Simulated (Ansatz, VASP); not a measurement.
# Zn in VASP and in Ansatz

```
Zn
1.0
     2.69987    0.00000    0.00000
    -1.34993    2.33815    0.00000
     0.00000    0.00000    5.01180
Zn
2
Direct
  0.33333 0.66667 0.25000
  0.66667 0.33333 0.75000
```

Change from the starting cell: volume scaled by 1.04.

Alike in both runs: task single point; functional PBEsol; k mesh 18 × 18 × 8; occupations fermi-dirac, width 0.03 eV; no spin polarisation.

```csv
,VASP,Ansatz
version,VASP 6.6.1,Ansatz 0.2.0
potentials or method,"VASP PAW PBE potentials, release 64 (Zn), cutoff 520 eV","all-electron LAPW, scalar-relativistic"
```

```csv
,VASP,Ansatz,Ansatz less VASP
pressure (GPa),-7.2,-7.5,-0.29
"traceless stress, the component that is largest in VASP (GPa)",1.74,1.84,+0.104
```

VASP's potentials were made for PBE, not for PBEsol. Ansatz ran all-electron here, and VASP with PAW potentials.
